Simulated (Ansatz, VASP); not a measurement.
## Rh in VASP and in Ansatz

```
Rh
1.0
    -1.39548    1.39548    1.39548
     1.39548   -1.39548    1.39548
     1.39548    1.39548   -1.39548
Rh
1
Direct
  0.00000 0.00000 0.00000
```

Change from the starting cell: volume scaled by 0.75, LAPW.

Alike in both runs: task single point; functional PBE; k mesh 17 × 17 × 17; occupations fermi-dirac, width 0.1 eV; no spin polarisation.

|  | VASP | Ansatz |
| --- | --- | --- |
| version | VASP 6.6.1 | Ansatz 0.2.0 |
| potentials or method | VASP PAW PBE potentials, release 64 (Rh_pv), cutoff 520 eV | all-electron LAPW, scalar-relativistic |

```tsv
	VASP	Ansatz	Ansatz less VASP
pressure (GPa)	137.7	136.9	-0.83
```

Both programs put the cell under a high pressure, so it lies far from rest at this level. Ansatz ran all-electron here, and VASP with PAW potentials.

Noted on VASP's run: the cell as given lies far from equilibrium.
